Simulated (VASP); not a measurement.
## CO2: electric field gradients with r2SCAN

The system is CO2.

```
CELL_PARAMETERS angstrom
5.62400 0.00000 0.00000
0.00000 5.62400 0.00000
0.00000 0.00000 5.62400
ATOMIC_POSITIONS crystal
C 0.00000 0.00000 0.00000
C 0.50000 0.00000 0.50000
C 0.50000 0.50000 0.00000
C 0.00000 0.50000 0.50000
O 0.11995 0.11995 0.11995
O 0.38005 0.88005 0.61995
O 0.61995 0.38005 0.88005
O 0.88005 0.61995 0.38005
O 0.88005 0.88005 0.88005
O 0.61995 0.11995 0.38005
O 0.38005 0.61995 0.11995
O 0.11995 0.38005 0.61995
```

- Program: VASP 6.6.1
- Task: electric field gradients
- Functional: r2SCAN
- Potentials or basis: VASP PAW PBE potentials, release 64 (C, O)
- Cutoff: 520 eV
- k mesh: 4 × 4 × 4
- Occupations: fermi-dirac, width 0.02 eV
- Spin: no spin polarisation
- Dipole correction: no
- Further INCAR settings: ALGO = Normal; EDIFF = 1e-08; NBANDS = 44

* Pressure: -0.8 GPa
* Largest force: 0.106 eV/Å
* Band gap on the k mesh: 7.40 eV
* Largest electric field gradient by atom: C -57.0; O +73.7 V/Å²

Forces on the atoms (eV/Å):
```
C    0.000  0.000  0.000
C    0.000  0.000  0.000
C    0.000  0.000  0.000
C    0.000  0.000  0.000
O   -0.061 -0.061 -0.061
O    0.061  0.061 -0.061
O   -0.061  0.061  0.061
O    0.061 -0.061  0.061
O    0.061  0.061  0.061
O   -0.061 -0.061  0.061
O    0.061 -0.061 -0.061
O   -0.061  0.061 -0.061
```

Levels at points of the mesh, in eV from the valence-band top:
| k point | band 28 | band 29 | band 30 | band 31 | band 32 | band 33 | band 34 | band 35 | band 36 | band 37 |
| --- | --- | --- | --- | --- | --- | --- | --- | --- | --- | --- |
| (0.00, 0.00, 0.00) | -0.19 | -0.19 | -0.19 | 0.00 | 0.00 | 7.40 | 8.70 | 8.70 | 8.70 | 8.98 |
| (0.50, 0.00, 0.00) | -0.35 | -0.30 | -0.30 | -0.07 | -0.07 | 8.64 | 8.64 | 8.85 | 8.85 | 9.08 |
| (0.50, 0.50, 0.00) | -0.32 | -0.27 | -0.27 | -0.27 | -0.27 | 8.63 | 8.63 | 8.63 | 8.63 | 9.35 |
| (0.50, 0.50, 0.50) | -0.32 | -0.31 | -0.31 | -0.31 | -0.31 | 8.64 | 8.64 | 8.64 | 8.64 | 9.58 |

Electric field gradients, principal values (V/Å²):
```
atom    least   middle  greatest (by size)
 1 C   28.524   28.524             -57.049
 2 C   28.524   28.524             -57.049
 3 C   28.524   28.524             -57.049
 4 C   28.524   28.524             -57.049
 5 O  -36.854  -36.854              73.707
 6 O  -36.854  -36.854              73.707
 7 O  -36.854  -36.854              73.707
 8 O  -36.854  -36.854              73.707
 9 O  -36.854  -36.854              73.707
10 O  -36.854  -36.854              73.707
11 O  -36.854  -36.854              73.707
12 O  -36.854  -36.854              73.707
```

Wall time 5.3 min on 1 thread of Intel(R) Xeon(R) Platinum 8375C CPU @ 2.90GHz (Ice Lake) (shared host), peak memory 0.31 GiB.

Caveat: without QUAD_EFG the Cq values of the log hold for a quadrupole moment of 1 mb, not for the nuclei; the PAW data sets were made with another functional, which shifts forces and pressure a little. A k mesh can miss the band edges.
